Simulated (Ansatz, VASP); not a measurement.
## Two plane-wave programs on Te3Pb2

The input INCAR:

```
PREC = Accurate
ENCUT = 520
EDIFF = 1E-6
ISMEAR = 0
SIGMA = 0.1
LREAL = F
LASPH = T
NELM = 60
ALGO = Normal
ISIF = 2
LWAVE = F
LCHARG = F
GGA = PE
NBANDS = 31
```

Contents of KPOINTS:

```
Automatic mesh
0
Gamma
  4 4 4
```

POSCAR

```
Te3Pb2
1.0
    5.6717555000      0.0000000000      0.0000000000
    0.0000000000      5.6717555000      0.0000000000
    0.0000000000      0.0000000000      5.6717555000
Te Pb
3 2
Direct
    0.0000000000      0.5000000000      0.5000000000
    0.5000000000      0.0000000000      0.5000000000
    0.5000000000      0.5000000000      0.0000000000
    0.0000000000      0.0000000000      0.0000000000
    0.5000000000      0.5000000000      0.5000000000
```

Input for Ansatz:

```yaml
crystal:
  lattice:
    - [5.6717555, 0.0, 0.0]
    - [0.0, 5.6717555, 0.0]
    - [0.0, 0.0, 5.6717555]
  atoms:
    - { symbol: Te, position: [0.0, 0.5, 0.5] }
    - { symbol: Te, position: [0.5, 0.0, 0.5] }
    - { symbol: Te, position: [0.5, 0.5, 0.0] }
    - { symbol: Pb, position: [0.0, 0.0, 0.0] }
    - { symbol: Pb, position: [0.5, 0.5, 0.5] }
basis:
  ecutwfc: 420
kpoints:
  mp_grid: { grid: [4, 4, 4] }
hamiltonian:
  xc: pbe
scf:
  occupations: { method: gaussian, width: 0.1 }
  lower_state_search: "off"
output:
  forces: true
  stress: true
  eigenvalues: true
```

Alike in both runs: task single point; functional PBE; k mesh 4 × 4 × 4; occupations gaussian, width 0.1 eV; no spin polarisation.

```csv
,VASP,Ansatz
version,VASP 6.6.1,Ansatz 0.2.0
potentials or method,"VASP PAW PBE potentials, release 64 (Te, Pb_d), cutoff 520 eV","scalar-relativistic, plane waves, PAW"
valence electrons in the cell,46,76
```

```csv
,VASP,Ansatz,Ansatz less VASP
gap on the k mesh at the Fermi level (eV),none,none,-
pressure (GPa),3.5,3.5,+0.05
```

A gap of «none» marks a metal or a gap that the smearing closes. VASP's potentials hold 46 valence electrons a cell and Ansatz's 76, so a difference there can come from the potentials and not from the codes.

Neither program's run includes spin-orbit coupling.
